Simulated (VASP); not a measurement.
# N (P4_2/mnm) in VASP: G0W0 quasiparticle levels with r2SCAN

Aim: the G0W0 quasiparticle levels of N with r2SCAN.

Program: VASP 6.6.1. These are calculated values, not measurements. Logs are shortened: lines on timing, memory, paths and dates and some standing lists are left out, and cuts for length are marked.

### 1 The cell of the first run

Symmetry: P4_2/mnm, No. 136, tetragonal system. The conventional cell has a = 3.961 Å, b = 3.961 Å, c = 5.133 Å, α = 90.00°, β = 90.00°, γ = 90.00°. Within 1.5 Å of N (site symmetry m2m) lie 1 N at 1.09 Å.

### 2 G0W0 quasiparticle levels, r2SCAN

Contents of POSCAR:

```
N
1.0
    3.9609740433      0.0000000000      0.0000000000
    0.0000000000      3.9609740433      0.0000000000
    0.0000000000      0.0000000000      5.1331803146
N
4
Direct
    0.9024068167      0.9024068167      0.0000000000
    0.5975931833      0.4024068167      0.5000000000
    0.0975931833      0.0975931833      0.0000000000
    0.4024068167      0.5975931833      0.5000000000
```

Contents of INCAR.step1:

```
ALGO     = Normal         # electronic algorithm
EDIFF    = 1E-8           # SCF threshold, eV
ENCUT    = 500            # plane-wave cutoff, eV
ISMEAR   = 0              # smearing method
LASPH    = T              # aspherical terms in the spheres
LCHARG   = F              # write CHGCAR
LMIXTAU  = T            
LREAL    = F              # projectors in reciprocal space
LWAVE    = T              # write WAVECAR
METAGGA  = R2SCAN         # meta-GGA
NELM     = 100            # most SCF steps
PREC     = Accurate       # precision mode
SIGMA    = 0.01           # smearing width, eV
```

Contents of INCAR.step2:

```
ALGO     = Exact          # electronic algorithm
EDIFF    = 1E-8           # SCF threshold, eV
ENCUT    = 500            # plane-wave cutoff, eV
ISMEAR   = 0              # smearing method
ISTART   = 1            
LASPH    = T              # aspherical terms in the spheres
LCHARG   = F              # write CHGCAR
LMIXTAU  = T            
LOPTICS  = T              # frequency-dependent dielectric function
LREAL    = F              # projectors in reciprocal space
LWAVE    = T              # write WAVECAR
METAGGA  = R2SCAN         # meta-GGA
NBANDS   = 312            # bands
NELM     = 1              # most SCF steps
PREC     = Accurate       # precision mode
SIGMA    = 0.01           # smearing width, eV
```

Contents of INCAR.step3:

```
ALGO     = EVGW0          # electronic algorithm
EDIFF    = 1E-8           # SCF threshold, eV
ENCUT    = 500            # plane-wave cutoff, eV
ENCUTGW  = 140.0          # cutoff of the response function
ISMEAR   = 0              # smearing method
ISTART   = 1            
LASPH    = T              # aspherical terms in the spheres
LCHARG   = F              # write CHGCAR
LMIXTAU  = T            
LREAL    = F              # projectors in reciprocal space
LWAVE    = F              # write WAVECAR
METAGGA  = R2SCAN         # meta-GGA
NBANDS   = 312            # bands
NBANDSGW = 18           
NELMGW   = 1            
NOMEGA   = 96             # frequency points
OMEGAMAX = 20           
PREC     = Accurate       # precision mode
PRECFOCK = Fast         
SIGMA    = 0.01           # smearing width, eV
```

Contents of KPOINTS:

```
k-points
0
Gamma
  4 4 4
```

Potentials or basis: VASP PAW PBE potentials, release 64 (N_GW).

Run with:

```
> cat potpaw_PBE.64/N_GW/POTCAR > POTCAR
> cp INCAR.step1 INCAR
> mpirun -np 1 vasp_std > vasp.out
> cp INCAR.step2 INCAR
> mpirun -np 1 vasp_std > vasp.out
> cp INCAR.step3 INCAR
> mpirun -np 1 vasp_std > vasp.out
```

OUTCAR:

```text
EDIFF = 1E-8
   ENCUT = 500
   ENCUTGW = 140.0
   ISMEAR = 0
   ISTART = 1
   LASPH = T
   LREAL = F
   METAGGA = R2SCAN
   NELMGW = 1
   PREC = Accurate
   PRECFOCK = Fast

 ion  position               nearest neighbor table
   1  0.902  0.902  0.000-   3 1.09
   2  0.598  0.402  0.500-   4 1.09
   3  0.098  0.098  0.000-   1 1.09
   4  0.402  0.598  0.500-   2 1.09

  LATTYP: Found a simple tetragonal cell.
 ALAT       =     3.9609740433
 C/A-ratio  =     1.2959388924

  Lattice vectors:

 A1 = (   3.9609740433,   0.0000000000,   0.0000000000)
 A2 = (   0.0000000000,   3.9609740433,   0.0000000000)
 A3 = (   0.0000000000,   0.0000000000,   5.1331803146)

Analysis of symmetry for initial positions (statically):
=====================================================================
 Subroutine PRICEL returns:
 Original cell was already a primitive cell.

 Routine SETGRP: Setting up the symmetry group for a
 simple tetragonal supercell.

 Subroutine GETGRP returns: Found 16 space group operations
 (whereof  8 operations were pure point group operations)
 out of a pool of 16 trial point group operations.

The static configuration has the point symmetry D_2h.
 The point group associated with its full space group is D_4h.

Analysis of symmetry for dynamics (positions and initial velocities):
=====================================================================
 Subroutine PRICEL returns:
 Original cell was already a primitive cell.

 Routine SETGRP: Setting up the symmetry group for a
 simple tetragonal supercell.

 Subroutine GETGRP returns: Found 16 space group operations
 (whereof  8 operations were pure point group operations)
 out of a pool of 16 trial point group operations.

The dynamic configuration has the point symmetry D_2h.
 The point group associated with its full space group is D_4h.

 Subroutine INISYM returns: Found 16 space group operations
 (whereof  8 operations are pure point group operations),
 and found     1 'primitive' translations

----------------------------------------------------------------------------------------

                                     Primitive cell

  volume of cell :      80.5361

  direct lattice vectors                    reciprocal lattice vectors
     3.960974043  0.000000000  0.000000000     0.252463154  0.000000000  0.000000000
     0.000000000  3.960974043  0.000000000     0.000000000  0.252463154  0.000000000
     0.000000000  0.000000000  5.133180315     0.000000000  0.000000000  0.194811002

  length of vectors
     3.960974043  3.960974043  5.133180315     0.252463154  0.252463154  0.194811002

  position of ions in fractional coordinates (direct lattice)
     0.902406817  0.902406817  0.000000000
     0.597593183  0.402406817  0.500000000
     0.097593183  0.097593183  0.000000000
     0.402406817  0.597593183  0.500000000

  ion indices of the primitive-cell ions
   primitive index   ion index
                 1           1
                 2           2
                 3           3
                 4           4

----------------------------------------------------------------------------------------

 KPOINTS: k-points

Automatic generation of k-mesh.
 Grid dimensions read from file:
 generate k-points for:    4    4    4

 Generating k-lattice:

  Cartesian coordinates                     Fractional coordinates (reciprocal lattice)
     0.063115789  0.000000000  0.000000000     0.250000000  0.000000000  0.000000000
     0.000000000  0.063115789  0.000000000     0.000000000  0.250000000  0.000000000
     0.000000000  0.000000000  0.048702750     0.000000000  0.000000000  0.250000000

  Length of vectors
     0.063115789  0.063115789  0.048702750

  Shift w.r.t. Gamma in fractional coordinates (k-lattice)
     0.000000000  0.000000000  0.000000000

 Subroutine IBZKPT returns following result:
 ===========================================

 Found     18 irreducible k-points:

 Following reciprocal coordinates:
            Coordinates               Weight
  0.000000  0.000000  0.000000      1.000000
  0.250000  0.000000  0.000000      4.000000
  0.500000  0.000000  0.000000      2.000000
  0.250000  0.250000  0.000000      4.000000
  0.500000  0.250000  0.000000      4.000000
  0.500000  0.500000  0.000000      1.000000
[... 10 lines left out ...]
  0.500000  0.250000  0.500000      4.000000
  0.500000  0.500000  0.500000      1.000000
   k-points           NKPTS =     18   k-points in BZ     NKDIM =     64   number of bands    NBANDS=    312
   number of dos      NEDOS =    301   number of ions     NIONS =      4
   total plane-waves  NPLWV =  36000
   dimension x,y,z NGX =    30 NGY =   30 NGZ =   40
   dimension x,y,z NGXF=    60 NGYF=   60 NGZF=   80
   ions per type =               4
   NGX,Y,Z   is equivalent  to a cutoff of  12.59, 12.59, 12.95 a.u.
   NGXF,Y,Z  is equivalent  to a cutoff of  25.18, 25.18, 25.91 a.u.
 SYSTEM =  unknown system
   PREC   = accura    normal or accurate (medium, high low for compatibility)
   ISTART =      1    job   : 0-new  1-cont  2-samecut
   ICHARG =      0    charge: 1-file 2-atom 10-const
   ISPIN  =      1    spin polarized calculation?
   LNONCOLLINEAR =      F non collinear calculations
   LSORBIT =      F    spin-orbit coupling
   LASPH  =      T    aspherical Exc in radial PAW
   ENCUT  =  500.0 eV  36.75 Ry    6.06 a.u.   7.22  7.22  9.36*2*pi/ulx,y,z
   NELM   =     60;   NELMIN=  2; NELMDL=  0     # of ELM steps
   EDIFF  = 0.1E-07   stopping-criterion for ELM
   LREAL  =      F    real-space projection
   EDIFFG = 0.1E-06   stopping-criterion for IOM
   NSW    =      0    number of steps for IOM
   IBRION =     -1    ionic relax: 0-MD 1-quasi-New 2-CG
   NFREE  =      0    steps in history (QN), initial steepest desc. (CG)
   ISIF   =      0    stress and relaxation
   ISYM   =      3    0-nonsym 1-usesym 2-fastsym
   POTIM  = 0.5000    time-step for ionic-motion
   TEBEG  =    0.0;   TEEND  =   0.0 temperature during run
   PSTRESS=    0.0 pullay stress
   NELECT =      20.0000    total number of electrons
   NUPDOWN=      -1.0000    fix difference up-down
   EMIN   =  10.00;   EMAX   =-10.00  energy-range for DOS
   EFERMI =   0.00;   METHOD = LEGACY
   ISMEAR =     0;   SIGMA  =   0.01  broadening in eV -4-tet -1-fermi 0-gaus
   EFERMI_NEDOS =   21; number of points for ismear=-14 and -15
   IALGO  =     38    algorithm
   IMIX   =      4    mixing-type and parameters
     AMIX     =   0.40;   BMIX     =  1.00
     AMIX_MAG =   1.60;   BMIX_MAG =  1.00
  volume/ion in A,a.u.               =      20.13       135.87
  Fermi-wavevector in a.u.,A,eV,Ry     =   1.029014  1.944555 14.406801  1.058870
  Thomas-Fermi vector in A             =   2.163040
   LORBIT       =      0    0 simple, 1 ext, 2 COOP (PROOUT), +10 PAW based schemes
   METAGGA = R2SCAN    functional components
   LHFCALC =     T    Hartree Fock is set to
   PRECFOCK=fast      Normal, Fast or Accurate (Low or Medium for compatibility)
   ENCUT4O =  -1.0   cutoff for four orbital integrals eV
   NKREDX  =     1    reduce k-point grid by
   NKREDY  =     1    reduce k-point grid by
   NKREDZ  =     1    reduce k-point grid by
   AEXX    =    1.0000 exact exchange contribution
   HFSCREEN=    0.0000 screening length (either q_TF or 0.3 A-1)
   HFSCREENC=   0.0000 screening length for correlation (either q_TF or 0.3 A-1)
   ENCUTFOCK=  -1.0 apply spherical cutoff to Coloumb kernel
   IVDW    =     0    specifies the selected vdW correction
   LEPSILON=     F    determine dielectric tensor
   LRPA    =     F    only Hartree local field effects (RPA)
   LRPAFORCE           =     F    calculate RPA forces
   ENCUTGW             = 140.0    cutoff for response function in eV
   ENCUTGWSOFT         = 112.0    soft cutoff for Coulomb kernel in GW response function in eV
   ENCUTLF             =  -1.0    cutoff for local field effects
   NELMGW              =     1    number of iterations in solving QP/BSE equation
   NELMHF              =     1    number of iterations in the inner HF iteration
   NKREDLFX            =     1    NKREDLFY  =   1   NKREDLFZ  =   1
 non-spin polarized calculation
 Gauss-broadening in eV      SIGMA  =   0.01
  energy-cutoff  :      500.00
  volume of cell :       80.54
 maximum number of plane-waves:      2076
 NGX is ok and might be reduce to    30
  NGX = 16; NGY = 16; NGZ = 20
   NGX = 15   NGY = 15   NGZ = 19
 maximum number of plane-waves:       314

 QP shifts <psi_nk| G(iteration)W_0 |psi_nk>: iteration 1
 for sc-GW calculations column KS-energies equals QP-energies in previous step
 and V_xc(KS)=  KS-energies - (<T + V_ion + V_H > + <T+V_H+V_ion>^1  + <V_x>^1)

 k-point   1 :       0.0000    0.0000    0.0000
  band No.  KS-energies  QP-energies   sigma(KS)   V_xc(KS)     V^pw_x(r,r')   Z            occupation Imag(sigma)

      1     -26.1104      23.8242     -25.2203     -21.0109     -31.0570     -11.8627       2.0000       3.0263
      2     -26.0190     -38.3944     -25.3842     -21.1578     -31.1746       2.9281       2.0000       2.8754
      3     -10.1907     -12.5522     -20.5452     -17.5517     -23.9786       0.7889       2.0000       0.0551
      4     -10.1907     -12.5522     -20.5452     -17.5517     -23.9786       0.7889       2.0000       0.0551
      5      -8.7065     -11.8639     -19.8086     -16.0725     -20.7952       0.8451       2.0000       0.0021
      6      -7.9844     -10.8514     -20.4315     -17.0652     -21.3522       0.8517       2.0000      -0.0007
[... 10 lines left out ...]
     17       9.2897      10.2525      -5.6672      -6.7461      -2.9097       0.8924       0.0000      -0.0409
     18      13.1792      14.0792      -4.8657      -5.8928      -1.9221       0.8761       0.0000      -0.0711

 k-point   2 :       0.2500    0.0000    0.0000
  band No.  KS-energies  QP-energies   sigma(KS)   V_xc(KS)     V^pw_x(r,r')   Z            occupation Imag(sigma)

      1     -26.0886      -0.5603     -25.2650     -21.0461     -31.0848      -6.0510       2.0000       3.0293
      2     -26.0238     -50.3924     -25.3762     -21.1505     -31.1684       5.7668       2.0000       2.9162
      3     -10.3492     -12.7379     -20.3329     -17.3017     -23.7635       0.7880       2.0000       0.0521
      4     -10.3420     -12.7277     -20.3456     -17.3171     -23.7986       0.7878       2.0000       0.0526
      5      -8.5657     -11.6938     -19.9611     -16.2537     -20.9218       0.8437       2.0000       0.0016
      6      -8.2726     -11.1924     -19.9701     -16.5207     -21.1913       0.8465       2.0000       0.0036
[... 10 lines left out ...]
     17       9.6426      10.6515      -5.5893      -6.7272      -2.8090       0.8866       0.0000      -0.0476
     18      11.3594      12.5656      -5.4121      -6.7691      -2.5404       0.8889       0.0000      -0.1025

 k-point   3 :       0.5000    0.0000    0.0000
  band No.  KS-energies  QP-energies   sigma(KS)   V_xc(KS)     V^pw_x(r,r')   Z            occupation Imag(sigma)
[... 309 lines left out ...]
      1     -26.0390      11.2589     -25.3574     -21.1274     -31.1492      -8.8174       2.0000       3.0088
      2     -26.0390      11.2589     -25.3574     -21.1274     -31.1492      -8.8174       2.0000       3.0088
      3     -10.5858     -13.0262     -20.0964     -17.0185     -23.5562       0.7928       2.0000       0.0510
      4     -10.5858     -13.0262     -20.0964     -17.0185     -23.5562       0.7928       2.0000       0.0510
      5      -8.5009     -11.4912     -19.8771     -16.3384     -20.9242       0.8450       2.0000       0.0023
      6      -8.5009     -11.4912     -19.8771     -16.3384     -20.9242       0.8450       2.0000       0.0023
[... 10 lines left out ...]
     17      10.0705      11.4447      -6.3699      -7.9512      -3.4068       0.8690       0.0000      -0.0723
     18      10.0705      11.4447      -6.3699      -7.9512      -3.4068       0.8690       0.0000      -0.0723

 k-point  18 :       0.5000    0.5000    0.5000
  band No.  KS-energies  QP-energies   sigma(KS)   V_xc(KS)     V^pw_x(r,r')   Z            occupation Imag(sigma)

      1     -26.0311      -3.2757     -25.3750     -21.1409     -31.1594      -5.3743       2.0000       3.0252
      2     -26.0311      -3.2757     -25.3750     -21.1409     -31.1594      -5.3743       2.0000       3.0252
      3     -10.6572     -13.0861     -20.0765     -17.0022     -23.5796       0.7901       2.0000       0.0524
      4     -10.6572     -13.0861     -20.0765     -17.0022     -23.5796       0.7901       2.0000       0.0524
      5      -8.4934     -11.4412     -19.8196     -16.3393     -20.8188       0.8470       2.0000       0.0015
      6      -8.4934     -11.4412     -19.8196     -16.3393     -20.8188       0.8470       2.0000       0.0015
[... 10 lines left out ...]
     17       9.7353      10.6634      -5.1071      -6.1599      -2.4741       0.8816       0.0000      -0.0575
     18       9.7353      10.6634      -5.1071      -6.1599      -2.4741       0.8816       0.0000      -0.0575
```

It took 19 min on 1 thread of Intel Xeon Platinum 8375C at 2.90GHz (Ice Lake), shared host; peak memory 2 GiB.

What came out:

- Quasiparticle gap: 13.24 eV
- Least direct quasiparticle gap: 13.52 eV
- Band gap of the starting levels on the mesh: 7.45 eV
- Least direct gap of the starting levels on the mesh: 7.69 eV

Caveat: the k points lie up to 0.40 Å⁻¹ apart; bands, screening cutoff and mesh are small and nothing is extrapolated, so the quasiparticle values aren't converged; the standard files for N, O and F lose accuracy on very short bonds.
